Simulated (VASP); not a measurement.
# Ta2Si in VASP: single point with PBEsol

Aim: the single point of Ta2Si with PBEsol.

Program: VASP 6.6.1. These are calculated values, not measurements. Logs are shortened: lines on timing, memory, paths and dates and some standing lists are left out, and cuts for length are marked.

**1. The cell of the first run**

The cell holds a slab with vacuum, 18 atoms: a = 5.018 Å, b = 5.018 Å, c = 26.346 Å, α = 90.00°, β = 90.00°, γ = 75.39°.

**2. Single point, PBEsol**

INCAR reads:

```
SYSTEM = Ta2Si
PREC = Accurate ; ENCUT = 400
EDIFF = 1E-6 ; ISMEAR = 0
SIGMA = 0.1 ; LREAL = .FALSE.
LASPH = .TRUE. ; NELM = 120
ALGO = Normal ; ISIF = 2
LWAVE = .FALSE. ; LCHARG = .FALSE.
LDIPOL = .TRUE. ; IDIPOL = 3
DIPOL = 0.5 0.5 0.494 ; GGA = PS
NBANDS = 93 ; GGA_COMPAT = .FALSE.
NELMDL = -8
```

KPOINTS reads:

```
Automatic mesh
0
G
  7 7 1
  0 0 0
```

POSCAR reads:

```
Ta2Si
1.0
    5.0179442176      0.0000000000      0.0000000000
    1.2654370604      4.8557628873      0.0000000000
    0.0000000000      0.0000000000     26.3456033429
Si Ta
6 12
Direct
    0.6979085772      0.6979085772      0.2846774812
    0.4965142953      0.4965142953      0.3585935904
    0.2951200134      0.2951200134      0.4325096995
    0.0937257315      0.0937257315      0.5064258087
    0.8923314496      0.8923314496      0.5803419178
    0.6909371677      0.6909371677      0.6542580270
    0.8367602460      0.1628926344      0.2975290985
    0.3576626264      0.0315302380      0.3457419730
    0.9614983525      0.6353659641      0.3714452077
    0.8301359561      0.1562683445      0.4196580822
    0.4339716822      0.7601040706      0.4453613169
    0.9548740627      0.6287416743      0.4935741913
    0.5587097887      0.2325774003      0.5192774260
    0.4273473924      0.7534797808      0.5674903005
    0.0311831184      0.3573155068      0.5931935352
    0.5520854989      0.2259531105      0.6414064096
    0.1559212249      0.8297888365      0.6671096444
    0.0245588286      0.3506912170      0.7153225188
```

Potentials or basis: VASP PAW PBE potentials, release 64 (Si, Ta_pv).

On the command line:

```console
> cat potpaw_PBE.64/Si/POTCAR potpaw_PBE.64/Ta_pv/POTCAR > POTCAR
> mpirun -np 1 vasp_std > vasp.out
```

OUTCAR:

```text
SYSTEM = Ta2Si
   PREC = Accurate
   ENCUT = 400
   EDIFF = 1E-6
   ISMEAR = 0
   LREAL = .FALSE.
   LASPH = .TRUE.
   NELM = 120
   ISIF = 2
   GGA = PS
   NELMDL = -8

 ion  position               nearest neighbor table
   1  0.698  0.698  0.285-   2 2.52   9 2.62   7 2.62   7 2.62   8 2.62
   2  0.497  0.497  0.359-   3 2.52   1 2.52  11 2.62   9 2.62   8 2.62   9 2.62  10 2.62   8 2.62
                             7 2.62
   3  0.295  0.295  0.433-   2 2.52   4 2.52  10 2.62  13 2.62   8 2.62  12 2.62   9 2.62  11 2.62
                            11 2.62  10 2.62
   4  0.094  0.094  0.506-   5 2.52   3 2.52  15 2.62  10 2.62  13 2.62  13 2.62  11 2.62  14 2.62
                            12 2.62  12 2.62
   5  0.892  0.892  0.580-   4 2.52   6 2.52  12 2.62  14 2.62  14 2.62  16 2.62  13 2.62  15 2.62
                            15 2.62  17 2.62
   6  0.691  0.691  0.654-   5 2.52  14 2.62  15 2.62  18 2.62  17 2.62  16 2.62  17 2.62  16 2.62

   7  0.837  0.163  0.298-   1 2.62   1 2.62   2 2.62   8 2.83   8 2.94   9 3.22  10 3.22   9 3.25

   8  0.358  0.032  0.346-   3 2.62   2 2.62   1 2.62   2 2.62   7 2.83  11 2.94   7 2.94   9 3.22
                            10 3.22   9 3.25   9 3.25  10 3.25
   9  0.961  0.635  0.371-   1 2.62   2 2.62   2 2.62   3 2.62  10 2.83  10 2.94   8 3.22  12 3.22
                            11 3.22   7 3.22   8 3.25   8 3.25  11 3.25   7 3.25
  10  0.830  0.156  0.420-   3 2.62   4 2.62   2 2.62   3 2.62   9 2.83  13 2.94   9 2.94  12 3.22
                            11 3.22   8 3.22   7 3.22  12 3.25  11 3.25  11 3.25   8 3.25
  11  0.434  0.760  0.445-   2 2.62   4 2.62   3 2.62   3 2.62  12 2.83  12 2.94   8 2.94  13 3.22
                            10 3.22  14 3.22   9 3.22  13 3.25  10 3.25  10 3.25   9 3.25
  12  0.955  0.629  0.494-   5 2.62   3 2.62   4 2.62   4 2.62  11 2.83  11 2.94  15 2.94  10 3.22
                             9 3.22  13 3.22  14 3.22  10 3.25  13 3.25  13 3.25  14 3.25
  13  0.559  0.233  0.519-   3 2.62   4 2.62   4 2.62   5 2.62  14 2.83  10 2.94  14 2.94  11 3.22
                            16 3.22  12 3.22  15 3.22  11 3.25  12 3.25  12 3.25  15 3.25
  14  0.427  0.753  0.567-   6 2.62   5 2.62   5 2.62   4 2.62  13 2.83  13 2.94  17 2.94  16 3.22
                            11 3.22  15 3.22  12 3.22  16 3.25  15 3.25  15 3.25  12 3.25
  15  0.031  0.357  0.593-   4 2.62   6 2.62   5 2.62   5 2.62  16 2.83  16 2.94  12 2.94  18 3.22
                            14 3.22  13 3.22  17 3.22  14 3.25  14 3.25  13 3.25  17 3.25
  16  0.552  0.226  0.641-   5 2.62   6 2.62   6 2.62  15 2.83  15 2.94  14 3.22  13 3.22  18 3.22
                            17 3.22  14 3.25  17 3.25  17 3.25  18 3.25
  17  0.156  0.830  0.667-   6 2.62   6 2.62   5 2.62  18 2.83  18 2.94  14 2.94  15 3.22  16 3.22
                            16 3.25  16 3.25  15 3.25
  18  0.025  0.351  0.715-   6 2.62  17 2.83  17 2.94  15 3.22  16 3.22  16 3.25

  LATTYP: Found a base centered orthorhombic cell.
 ALAT       =     6.1367534725
 B/A-ratio  =     1.2940049636
 C/A-ratio  =     4.2930848470

  Lattice vectors:

 A1 = (  -1.2654370604,  -4.8557628873,   0.0000000000)
 A2 = (   5.0179442176,   0.0000000000,   0.0000000000)
 A3 = (   0.0000000000,   0.0000000000,  26.3456033429)

Analysis of symmetry for initial positions (statically):
=====================================================================
 Subroutine PRICEL returns:
 Original cell was already a primitive cell.
[... 183 lines left out ...]
   LRPA    =     F    only Hartree local field effects (RPA)
 non-spin polarized calculation
 Gauss-broadening in eV      SIGMA  =   0.10
  energy-cutoff  :      400.00
  volume of cell :      641.94
 maximum number of plane-waves:     11698
 NGX is ok and might be reduce to    36
   NGX = 17   NGY = 17   NGZ = 85

 dipolmoment           0.000000      0.000000      0.060270 electrons x Angstroem

 number of electron     156.0000010 magnetization

 dipolmoment           0.000000      0.000000     -0.146479 electrons x Angstroem

 Free energy of the ion-electron system (eV)
  ---------------------------------------------------
  ext. energy  EPLUGINS =         0.00000000
  ---------------------------------------------------
  free energy    TOTEN  =      -184.80164381 eV

  energy without entropy =     -184.73438025  energy(sigma->0) =     -184.76801203

 E-fermi :   1.3049     XC(G=0):  -6.5382

 val. band max:        1.2924075332   @ k =   0.1429   0.0000   0.0000
 cond. band min:       1.3081578393   @ k =   0.4286   0.0000   0.0000
 fundamental gap:      0.0157503061
 Fermi energy:         1.3049128456

 k-point     1 :       0.0000    0.0000    0.0000
  band No.  band energies     occupation
      1     -33.7698      2.00000
      2     -33.5906      2.00000
      3     -33.4863      2.00000
      4     -33.4725      2.00000
      5     -33.2799      2.00000
      6     -33.2709      2.00000
[... 2221 lines left out ...]
     89       2.5483      0.00000
     90       2.6767      0.00000

 [... further k-points ...]

 [bands above 90 left out]

------------------------ aborting loop because EDIFF is reached ----------------------------------------

 vacuum level on the upper side and lower side of the slab       (xc-potential included)        -0.703         0.406

  FORCE on cell =-STRESS in cart. coord.  units (eV):
  Direction    XX          YY          ZZ          XY          YZ          ZX
  --------------------------------------------------------------------------------------
  -------------------------------------------------------------------------------------
  Total      -10.7296089    -13.8611746     -8.5797737     -1.2267518      0.9880299      1.1179524
  in kB      -26.7795346    -34.5954645    -21.4138604     -3.0617930      2.4659780      2.7902456
  external PRESSURE =     -27.5962865 kB  Pullay stress =       0.0000000 kB

 VOLUME and BASIS-vectors are now :
 -----------------------------------------------------------------------------
  energy-cutoff  :      400.00
  volume of cell :      641.94
      direct lattice vectors                 reciprocal lattice vectors
     5.017944218  0.000000000  0.000000000     0.199284798 -0.051934655  0.000000000
     1.265437060  4.855762887  0.000000000     0.000000000  0.205940863  0.000000000
     0.000000000  0.000000000 26.345603343     0.000000000  0.000000000  0.037956997

 POSITION                                       TOTAL-FORCE (eV/Angst)
 -----------------------------------------------------------------------------------
      4.38523      3.38888      7.50000         0.005824     -0.200854     -0.487135
      3.11979      2.41096      9.44736        -0.385667      0.079290     -1.101143
      1.85435      1.43303     11.39473         0.017198     -0.058999     -0.057558
      0.58891      0.45511     13.34209         0.001348      0.012811     -0.025286
      5.60686      4.33295     15.28946        -0.052915     -0.049974      0.254295
      4.34142      3.35503     17.23682         0.027642     -0.228847      1.193545
[... 10 lines left out ...]
      1.83245      4.02926     17.57541        -0.402681      0.267016     -0.053049
      0.56701      1.70287     18.84560         0.385925     -0.265938     -3.070928
 -----------------------------------------------------------------------------------
    total drift:                                0.000134     -0.000201      0.000511

  FREE ENERGIE OF THE ION-ELECTRON SYSTEM (eV)
  ---------------------------------------------------
  free  energy   TOTEN  =      -184.8016438150 eV

  energy  without entropy=     -184.7343802500  energy(sigma->0) =     -184.76801203

 vacuum level on the upper side and lower side of the slab         4.273         5.412
```

OSZICAR:

```text
N       E                     dE             d eps       ncg     rms          rms(c)
DAV:   1     0.113367375263E+04    0.11337E+04   -0.75569E+04  5802   0.122E+03
DAV:   2    -0.135783242650E+03   -0.12695E+04   -0.12438E+04  5361   0.354E+02
DAV:   3    -0.198647738255E+03   -0.62864E+02   -0.60568E+02  5948   0.685E+01
[... 31 lines left out ...]
DAV:  35    -0.184801615270E+03   -0.46750E-04   -0.54396E-06  3852   0.626E-03    0.171E-03
DAV:  36    -0.184801631323E+03   -0.16053E-04   -0.10372E-06  3428   0.228E-03    0.111E-03
DAV:  37    -0.184801640177E+03   -0.88541E-05   -0.63739E-07  3340   0.137E-03    0.983E-04
DAV:  38    -0.184801643177E+03   -0.29999E-05   -0.24989E-07  3124   0.763E-04    0.107E-03
DAV:  39    -0.184801643815E+03   -0.63766E-06   -0.14567E-07  2820   0.866E-04
   1 F= -.18480164E+03 E0= -.18476801E+03  d E =-.672636E-01
```

stdout:

```text
POSCAR found type information on POSCAR SiTa
 POSCAR found :  2 types and      18 ions
 scaLAPACK will be used
 -----------------------------------------------------------------------------
|                                                                             |
|                                                                             |
|     You have a (more or less) 'large supercell' and for larger cells it     |
|     might be more efficient to use real-space projection operators.         |
|     Therefore, try LREAL= Auto in the INCAR file.                           |
|     Mind: For very accurate calculation, you might also keep the            |
|     reciprocal projection scheme (i.e. LREAL=.FALSE.).                      |
|                                                                             |
 -----------------------------------------------------------------------------

 -----------------------------------------------------------------------------
|                                                                             |
|                                                                             |
|     You enforced a specific xc type in the INCAR file but a different       |
|     I HOPE YOU KNOW WHAT YOU ARE DOING!                                     |
|                                                                             |
 -----------------------------------------------------------------------------

 LDA part: xc-table for (Slater+PW92), standard interpolation
 POSCAR, INCAR and KPOINTS ok, starting setup
 FFT: planning ... GRIDC
 FFT: planning ... GRID_SOFT
 FFT: planning ... GRID
 WAVECAR not read
 entering main loop
```

Run time: 41 min. Hardware: 1 thread of AMD EPYC 9R45 (Zen 5), shared host; peak memory 0.91 GiB.

What came out:

```
Free energy            : -184.8016 eV
Largest force          : 3.106 eV/Å
Band gap on the k mesh : zero (bands 78 and 79 overlap by 0.11 eV)
```

Forces on the atoms (eV/Å):
```
Si   0.006 -0.201 -0.487
Si  -0.386  0.079 -1.101
Si   0.017 -0.059 -0.058
Si   0.001  0.013 -0.025
Si  -0.053 -0.050  0.254
Si   0.028 -0.229  1.194
Ta   0.139 -0.312  1.961
Ta  -0.415  0.488  0.384
Ta   0.384  0.187 -0.645
Ta  -0.108 -0.226 -0.086
Ta   0.289 -0.023 -0.090
Ta   0.060 -0.013 -0.177
Ta  -0.016  0.020  0.310
Ta  -0.059 -0.272  0.103
Ta   0.390 -0.073 -0.103
Ta  -0.260  0.670  1.690
Ta  -0.403  0.267 -0.053
Ta   0.386 -0.266 -3.071
```

Levels at points of the mesh, in eV from the Fermi level:
```csv
k point,band 75,band 76,band 77,band 78,band 79,band 80,band 81,band 82
"(0.00, 0.00, 0.00)",-0.49,-0.36,-0.20,-0.08,0.20,0.36,0.42,0.63
```

Caveat: the PAW data sets were made with another functional, which shifts forces and pressure a little; spin-orbit coupling is left out, which moves the levels of the heavy elements.
